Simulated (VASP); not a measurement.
The system is SnH, a slab with vacuum.

```
CELL_PARAMETERS angstrom
4.65864 0.00000 0.00000
-2.32932 4.03450 0.00000
0.00000 0.00000 32.36693
ATOMIC_POSITIONS crystal
Sn 0.33333 0.66667 0.32172
Sn 0.66667 0.33333 0.29619
H 0.33333 0.66667 0.37492
H 0.66667 0.33333 0.24299
```

Base run:

| Property | Result |
| --- | --- |
| Program | VASP 6.6.1 |
| Functional | r2SCAN |
| Potentials or basis | VASP PAW PBE potentials, release 64 (Sn_d, H) |
| Cutoff | 520 eV |
| k mesh | 6 × 6 × 1 |
| Occupations | fermi-dirac, width 0.02 eV |
| Spin | no spin polarisation |

Its results: band gap on the k mesh 0.82 eV, direct; largest force 0.007 eV/Å.

Task: The run is repeated on the same cell with these changes: functional from r2SCAN to PBE; further incar settings from ALGO = Normal; EDIFF = 1e-07; NBANDS = 23 to ALGO = Normal; EDIFF = 1e-06; NBANDS = 23. What comes out?

Result: Band gap on the k mesh 0.57 eV, direct; largest force 0.152 eV/Å.

Caveats: spin-orbit coupling is left out, which moves the levels of the heavy elements; the PAW data sets were made with another functional, which shifts forces and pressure a little (some runs).

